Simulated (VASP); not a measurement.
# MgO in VASP: a series of runs

MgO is run at these levels: PBE+D3(BJ); tasks: single point, relaxation of the atoms.

All numbers are computed with VASP 6.6.1; they aren't measurements. Logs are shortened: lines on timing, memory, paths and dates and some standing lists are left out, and cuts for length are marked.

### Step 1. The cell of the first run

The cell holds a slab with vacuum, 16 atoms: a = 4.208 Å, b = 4.208 Å, c = 23.312 Å, α = 90.00°, β = 90.00°, γ = 90.00°.

### Step 2. Single point, PBE+D3(BJ)

INCAR reads:

```
PREC = Accurate ; ENCUT = 520
EDIFF = 1E-6 ; ISMEAR = 0
SIGMA = 0.05 ; LREAL = Auto
LASPH = T ; NELM = 60
ALGO = Normal ; ISIF = 2
LWAVE = F ; LCHARG = T
LDIPOL = T ; IDIPOL = 3
DIPOL = 0.5 0.5 0.500 ; GGA = PE
IVDW = 12 ; LELF = T
LVHAR = T ; LVACPOTAV = T
NBANDS = 46
```

KPOINTS reads:

```
Automatic mesh
0
Gamma
  6 6 1
```

POSCAR reads:

```
MgO
1.0
    4.2080239479      0.0000000000      0.0000000000
    0.0000000000      4.2080239479      0.0000000000
    0.0000000000      0.0000000000     23.3120359218
Mg O
8 8
Direct
    0.0000000000      0.5000000000      0.3646185185
    0.5000000000      0.0000000000      0.3646185185
    0.5000000000      0.5000000000      0.4548728395
    0.0000000000      0.0000000000      0.4548728395
    0.0000000000      0.5000000000      0.5455004101
    0.5000000000      0.0000000000      0.5455004101
    0.5000000000      0.5000000000      0.6351730617
    0.0000000000      0.0000000000      0.6351730617
    0.0000000000      0.0000000000      0.3646185185
    0.5000000000      0.5000000000      0.3646185185
    0.5000000000      0.0000000000      0.4548728395
    0.0000000000      0.5000000000      0.4548728395
    0.0000000000      0.0000000000      0.5452507246
    0.5000000000      0.5000000000      0.5452507246
    0.5000000000      0.0000000000      0.6373312338
    0.0000000000      0.5000000000      0.6373312338
```

Potentials or basis: VASP PAW PBE potentials, release 64 (Mg, O).

Started as:

```sh
> cat potpaw_PBE.64/Mg/POTCAR potpaw_PBE.64/O/POTCAR > POTCAR
> mpirun -np 1 vasp_std > vasp.out
```

OUTCAR:

```text
PREC = Accurate
   ENCUT = 520
   EDIFF = 1E-6
   ISMEAR = 0
   LREAL = Auto
   LASPH = T
   NELM = 60
   ISIF = 2
   GGA = PE
   IVDW = 12
 IVDW          = 12

 ion  position               nearest neighbor table
   1  0.000  0.500  0.365-  12 2.10  10 2.10   9 2.10   9 2.10  10 2.10   4 2.98   4 2.98   3 2.98
                             3 2.98   2 2.98   2 2.98   2 2.98   2 2.98
   2  0.500  0.000  0.365-  11 2.10  10 2.10   9 2.10  10 2.10   9 2.10   3 2.98   4 2.98   4 2.98
                             3 2.98   1 2.98   1 2.98   1 2.98   1 2.98
   3  0.500  0.500  0.455-  10 2.10  11 2.10  12 2.10  11 2.10  12 2.10  14 2.11   2 2.98   1 2.98
                             1 2.98   2 2.98   4 2.98   4 2.98   4 2.98   4 2.98   6 2.98   5 2.98
   4  0.000  0.000  0.455-   9 2.10  11 2.10  12 2.10  12 2.10  11 2.10  13 2.11   1 2.98   1 2.98
                             2 2.98   2 2.98   3 2.98   3 2.98   3 2.98   3 2.98   5 2.98   6 2.98
   5  0.000  0.500  0.546-  13 2.10  14 2.10  13 2.10  14 2.10  12 2.11  16 2.14   8 2.97   7 2.97
                             7 2.97   8 2.97   6 2.98   6 2.98   6 2.98   6 2.98   4 2.98   3 2.98
   6  0.500  0.000  0.546-  13 2.10  14 2.10  14 2.10  13 2.10  11 2.11  15 2.14   7 2.97   7 2.97
                             8 2.97   8 2.97   5 2.98   5 2.98   5 2.98   5 2.98   4 2.98   3 2.98
   7  0.500  0.500  0.635-  14 2.10  15 2.10  16 2.10  15 2.10  16 2.10   6 2.97   6 2.97   5 2.97
                             5 2.97   8 2.98   8 2.98   8 2.98   8 2.98
   8  0.000  0.000  0.635-  13 2.10  15 2.10  16 2.10  16 2.10  15 2.10   5 2.97   6 2.97   6 2.97
                             5 2.97   7 2.98   7 2.98   7 2.98   7 2.98
   9  0.000  0.000  0.365-   4 2.10   2 2.10   1 2.10   1 2.10   2 2.10
[... 14 lines left out ...]
 A1 = (   4.2080239479,   0.0000000000,   0.0000000000)
 A2 = (   0.0000000000,   4.2080239479,   0.0000000000)
 A3 = (   0.0000000000,   0.0000000000,  23.3120359218)

Analysis of symmetry for initial positions (statically):
=====================================================================
 Subroutine PRICEL returns following result:

  LATTYP: Found a simple tetragonal cell.
 ALAT       =     2.9755222690
 C/A-ratio  =     7.8346030762

  Lattice vectors:

 A1 = (   2.1040119740,  -2.1040119740,   0.0000000000)
 A2 = (   2.1040119740,   2.1040119739,   0.0000000000)
 A3 = (   0.0000000000,   0.0000000000,  23.3120359218)

   2 primitive cells build up your supercell.

 Routine SETGRP: Setting up the symmetry group for a
 simple tetragonal supercell.

 Subroutine GETGRP returns: Found  8 space group operations
 (whereof  8 operations were pure point group operations)
 out of a pool of 16 trial point group operations.

The static configuration has the point symmetry C_4v.

Analysis of symmetry for dynamics (positions and initial velocities):
=====================================================================
 Subroutine PRICEL returns following result:

  LATTYP: Found a simple tetragonal cell.
 ALAT       =     2.9755222690
 C/A-ratio  =     7.8346030762

  Lattice vectors:

 A1 = (   2.1040119740,  -2.1040119740,   0.0000000000)
 A2 = (   2.1040119740,   2.1040119739,   0.0000000000)
 A3 = (   0.0000000000,   0.0000000000,  23.3120359218)

   2 primitive cells build up your supercell.

 Routine SETGRP: Setting up the symmetry group for a
 simple tetragonal supercell.

 Subroutine GETGRP returns: Found  8 space group operations
 (whereof  8 operations were pure point group operations)
 out of a pool of 16 trial point group operations.

The dynamic configuration has the point symmetry C_4v.

 Subroutine INISYM returns: Found  8 space group operations
 (whereof  8 operations are pure point group operations),
 and found     2 'primitive' translations

----------------------------------------------------------------------------------------

                                     Primitive cell

  volume of cell :     206.3985

  direct lattice vectors                    reciprocal lattice vectors
     2.104011974 -2.104011974  0.000000000     0.237641233 -0.237641233  0.000000000
     2.104011974  2.104011974  0.000000000     0.237641233  0.237641233  0.000000000
     0.000000000  0.000000000 23.312035922     0.000000000  0.000000000  0.042896296

  length of vectors
     2.975522269  2.975522269 23.312035922     0.336075455  0.336075455  0.042896296

  position of ions in fractional coordinates (direct lattice)
     0.500000000  0.500000000  0.364618519
     1.000000000  0.000000000  0.454872839
     0.500000000  0.500000000  0.545500410
     1.000000000  0.000000000  0.635173062
     0.000000000  0.000000000  0.364618519
[... 32 lines left out ...]

  Shift w.r.t. Gamma in fractional coordinates (k-lattice)
     0.000000000  0.000000000  0.000000000

 Subroutine IBZKPT returns following result:
 ===========================================

 Found     10 irreducible k-points:

 Following reciprocal coordinates:
            Coordinates               Weight
  0.000000  0.000000  0.000000      1.000000
  0.166667  0.000000  0.000000      4.000000
  0.333333  0.000000  0.000000      4.000000
  0.500000  0.000000  0.000000      2.000000
  0.166667  0.166667  0.000000      4.000000
  0.333333  0.166667  0.000000      8.000000
  0.500000  0.166667  0.000000      4.000000
  0.333333  0.333333  0.000000      4.000000
  0.500000  0.333333  0.000000      4.000000
  0.500000  0.500000  0.000000      1.000000
   k-points           NKPTS =     10   k-points in BZ     NKDIM =     10   number of bands    NBANDS=     46
   number of dos      NEDOS =    301   number of ions     NIONS =     16
   total plane-waves  NPLWV = 184320
   dimension x,y,z NGX =    32 NGY =   32 NGZ =  180
   dimension x,y,z NGXF=    64 NGYF=   64 NGZF=  360
   ions per type =               8   8
   NGX,Y,Z   is equivalent  to a cutoff of  12.64, 12.64, 12.84 a.u.
   NGXF,Y,Z  is equivalent  to a cutoff of  25.28, 25.28, 25.67 a.u.
 SYSTEM =  unknown system
   PREC   = accura    normal or accurate (medium, high low for compatibility)
   ISTART =      0    job   : 0-new  1-cont  2-samecut
   ICHARG =      2    charge: 1-file 2-atom 10-const
   ISPIN  =      1    spin polarized calculation?
   LNONCOLLINEAR =      F non collinear calculations
   LSORBIT =      F    spin-orbit coupling
   LASPH  =      T    aspherical Exc in radial PAW
   ENCUT  =  520.0 eV  38.22 Ry    6.18 a.u.   7.82  7.82 43.34*2*pi/ulx,y,z
   NELM   =     60;   NELMIN=  2; NELMDL= -5     # of ELM steps
   EDIFF  = 0.1E-05   stopping-criterion for ELM
   LREAL  =      T    real-space projection
   EDIFFG = 0.1E-04   stopping-criterion for IOM
   NSW    =      0    number of steps for IOM
   IBRION =     -1    ionic relax: 0-MD 1-quasi-New 2-CG
   NFREE  =      0    steps in history (QN), initial steepest desc. (CG)
   ISIF   =      2    stress and relaxation
   ISYM   =      2    0-nonsym 1-usesym 2-fastsym
   POTIM  = 0.5000    time-step for ionic-motion
   TEBEG  =    0.0;   TEEND  =   0.0 temperature during run
   PSTRESS=    0.0 pullay stress
   NELECT =      64.0000    total number of electrons
   NUPDOWN=      -1.0000    fix difference up-down
   EMIN   =  10.00;   EMAX   =-10.00  energy-range for DOS
   EFERMI =   0.00;   METHOD = LEGACY
   ISMEAR =     0;   SIGMA  =   0.05  broadening in eV -4-tet -1-fermi 0-gaus
   EFERMI_NEDOS =   21; number of points for ismear=-14 and -15
   IALGO  =     38    algorithm
   IMIX   =      4    mixing-type and parameters
     AMIX     =   0.40;   BMIX     =  1.00
     AMIX_MAG =   1.60;   BMIX_MAG =  1.00
  volume/ion in A,a.u.               =      25.80       174.11
  Fermi-wavevector in a.u.,A,eV,Ry     =   0.879473  1.661963 10.523741  0.773473
  Thomas-Fermi vector in A             =   1.999702
   LORBIT       =      0    0 simple, 1 ext, 2 COOP (PROOUT), +10 PAW based schemes
   GGA     = PE    functional components
   LHFCALC =     F    Hartree Fock is set to
   AEXX    =    0.0000 exact exchange contribution
   IVDW    =    12    specifies the selected vdW correction
   LEPSILON=     F    determine dielectric tensor
   LRPA    =     F    only Hartree local field effects (RPA)
 non-spin polarized calculation
 Gauss-broadening in eV      SIGMA  =   0.05
  energy-cutoff  :      520.00
  volume of cell :      412.80
 maximum number of plane-waves:     11156
 NGX is ok and might be reduce to    32
   NGX = 15   NGY = 15   NGZ = 87

 dipolmoment           0.000000      0.000000     -0.000000 electrons x Angstroem

 number of electron      63.9999986 magnetization

 dipolmoment           0.000000      0.000000      0.046235 electrons x Angstroem

 Free energy of the ion-electron system (eV)
  ---------------------------------------------------
  ext. energy  EPLUGINS =         0.00000000
  ---------------------------------------------------
  free energy    TOTEN  =       -93.34752431 eV

  energy without entropy =      -93.34752431  energy(sigma->0) =      -93.34752431

 E-fermi :  -1.7672     XC(G=0):  -4.6687

 val. band max:       -2.0469922349   @ k =   0.0000   0.0000   0.0000
 cond. band min:       1.3002608041   @ k =   0.0000   0.0000   0.0000
 fundamental gap:      3.3472530389
 Fermi energy:        -1.7672272357

 k-point     1 :       0.0000    0.0000    0.0000
  band No.  band energies     occupation
      1     -19.0811      2.00000
      2     -18.5486      2.00000
      3     -17.9734      2.00000
      4     -17.7472      2.00000
      5     -17.7193      2.00000
      6     -17.7044      2.00000
[... 459 lines left out ...]
     43       6.7087      0.00000
     44       6.7087      0.00000
 [bands above 44 left out]

------------------------ aborting loop because EDIFF is reached ----------------------------------------

 Edisp (eV)   -3.51701

 E8    (eV) :    -1.4257

  FORCE on cell =-STRESS in cart. coord.  units (eV):
  Direction    XX          YY          ZZ          XY          YZ          ZX
  --------------------------------------------------------------------------------------
  -------------------------------------------------------------------------------------
  Total      -7.31208    -7.31208     0.09532     0.00000     0.00000    -0.00000
  in kB     -28.38016   -28.38016     0.36996     0.00000     0.00000    -0.00000
  external pressure =      -18.80 kB  Pullay stress =        0.00 kB

 VOLUME and BASIS-vectors are now :
 -----------------------------------------------------------------------------
  energy-cutoff  :      520.00
  volume of cell :      412.80
      direct lattice vectors                 reciprocal lattice vectors
     4.208023948  0.000000000  0.000000000     0.237641233  0.000000000  0.000000000
     0.000000000  4.208023948  0.000000000     0.000000000  0.237641233  0.000000000
     0.000000000  0.000000000 23.312035922     0.000000000  0.000000000  0.042896296

 POSITION                                       TOTAL-FORCE (eV/Angst)
 -----------------------------------------------------------------------------------
      0.00000      2.10401      8.50000        -0.000000      0.000000      0.443011
      2.10401      0.00000      8.50000         0.000000      0.000000      0.443011
      2.10401      2.10401     10.60401        -0.000000      0.000000      0.074777
      0.00000      0.00000     10.60401         0.000000      0.000000      0.074777
      0.00000      2.10401     12.71673        -0.000000      0.000000     -0.003033
      2.10401      0.00000     12.71673        -0.000000      0.000000     -0.003033
[... 8 lines left out ...]
      2.10401      0.00000     14.85749         0.000000     -0.000000      0.011521
      0.00000      2.10401     14.85749         0.000000     -0.000000      0.011521
 -----------------------------------------------------------------------------------
    total drift:                                0.000000     -0.000000     -0.018044

  FREE ENERGIE OF THE ION-ELECTRON SYSTEM (eV)
  ---------------------------------------------------
  free  energy   TOTEN  =       -96.8645387403 eV

  energy  without entropy=      -96.8645387403  energy(sigma->0) =      -96.86453874

 vacuum level on the upper side and lower side of the slab         3.218         2.746
```

Wall time 11 min (1 thread of Intel Xeon 8259CL, shared host); peak memory 0.47 GiB.

Results:

* Free energy: -96.8645 eV
* Largest force: 0.544 eV/Å
* Band gap on the k mesh: 3.35 eV
* Dispersion energy per atom: -0.220 eV

Forces in eV/Å, atoms in the order of the input:
```
Mg   0.000  0.000  0.443
Mg   0.000  0.000  0.443
Mg   0.000  0.000  0.075
Mg   0.000  0.000  0.075
Mg   0.000  0.000 -0.003
Mg   0.000  0.000 -0.003
Mg   0.000  0.000 -0.027
Mg   0.000  0.000 -0.027
O    0.000  0.000 -0.544
O    0.000  0.000 -0.544
O    0.000  0.000  0.048
O    0.000  0.000  0.048
O    0.000  0.000 -0.004
O    0.000  0.000 -0.004
O    0.000  0.000  0.012
O    0.000  0.000  0.012
```

### Step 3. Relaxation of the atoms, PBE+D3(BJ)

INCAR reads:

```
SYSTEM = MgO
ALGO = Normal
DIPOL = 0.5 0.5 0.500
EDIFF = 1E-6
EDIFFG = -0.03
ENCUT = 520
GGA = PE
IBRION = 2
IDIPOL = 3
ISIF = 2
ISMEAR = 0
IVDW = 12
LASPH = .TRUE.
LCHARG = .FALSE.
LDIPOL = .TRUE.
LREAL = Auto
LWAVE = .FALSE.
NELM = 60
NSW = 90
PREC = Accurate
SIGMA = 0.05
```

KPOINTS reads:

```
k-points
0
G
  6 6 1
  0 0 0
```

POSCAR reads:

```
MgO
1.0
    4.2080239479      0.0000000000      0.0000000000
    0.0000000000      4.2080239479      0.0000000000
    0.0000000000      0.0000000000     23.3120359218
Mg O
8 8
Selective dynamics
Direct
    0.0000000000      0.5000000000      0.3646185185  F F F
    0.5000000000      0.0000000000      0.3646185185  F F F
    0.5000000000      0.5000000000      0.4548728395  F F F
    0.0000000000      0.0000000000      0.4548728395  F F F
    0.0000000000      0.5000000000      0.5451271605  T T T
    0.5000000000      0.0000000000      0.5451271605  T T T
    0.5000000000      0.5000000000      0.6353814815  T T T
    0.0000000000      0.0000000000      0.6353814815  T T T
    0.0000000000      0.0000000000      0.3646185185  F F F
    0.5000000000      0.5000000000      0.3646185185  F F F
    0.5000000000      0.0000000000      0.4548728395  F F F
    0.0000000000      0.5000000000      0.4548728395  F F F
    0.0000000000      0.0000000000      0.5451271605  T T T
    0.5000000000      0.5000000000      0.5451271605  T T T
    0.5000000000      0.0000000000      0.6353814815  T T T
    0.0000000000      0.5000000000      0.6353814815  T T T
```

Potentials or basis: VASP PAW PBE potentials, release 64 (Mg, O).

Started as:

```sh
> cat potpaw_PBE.64/Mg/POTCAR potpaw_PBE.64/O/POTCAR > POTCAR
> mpirun -np 1 vasp_std > vasp.out
```

Run time: 22 min. Hardware: 1 thread of Oxide Virtual Turin-like, shared host; peak memory 0.45 GiB.

The run converged. Its results:

* Free energy: -96.8641 eV
* Energy gained by relaxing: 1.6 meV/atom
* Ionic steps: 4
* Band gap on the k mesh: 3.35 eV
* Dispersion energy per atom: -0.220 eV

Step by step:
```
step  energy change (eV)  largest force on free atoms (eV/Å)  pressure (GPa)
   1              0.0000                              0.5447           -1.76
   2             -0.0251                              0.1233           -1.76
   3             -0.0251                              0.1289           -1.76
   4             -0.0264                              0.0244           -1.77
```

Final structure:
```xyz
16
Lattice="4.2080 0.0000 0.0000 0.0000 4.2080 0.0000 0.0000 0.0000 23.3120" Properties=species:S:1:pos:R:3 pbc="T T T"
Mg    0.0000    2.1040    8.5000
Mg    2.1040    0.0000    8.5000
Mg    2.1040    2.1040   10.6040
Mg    0.0000    0.0000   10.6040
Mg    4.2080    2.1040   12.7093
Mg    2.1040    4.2080   12.7093
Mg    2.1040    2.1040   14.7901
Mg    4.2080    0.0000   14.7901
O     0.0000    0.0000    8.5000
O     2.1040    2.1040    8.5000
O     2.1040    0.0000   10.6040
O     0.0000    2.1040   10.6040
O     0.0000    4.2080   12.7013
O     2.1040    2.1040   12.7013
O     2.1040    4.2080   14.8430
O     4.2080    2.1040   14.8430
```

Levels at points of the mesh, in eV from the valence-band top:
```
           k point  band 28  band 29  band 30  band 31  band 32  band 33  band 34  band 35  band 36  band 37
(0.00, 0.00, 0.00)    -0.51    -0.25    -0.25     0.00     0.00     3.35     3.85     4.94     5.73     5.85
(0.50, 0.00, 0.00)    -0.87    -0.47    -0.47    -0.36    -0.36     5.40     5.40     5.92     5.92     7.14
(0.50, 0.50, 0.00)    -0.60    -0.43    -0.43    -0.21    -0.21     6.46     6.46     6.95     6.95     7.59
```
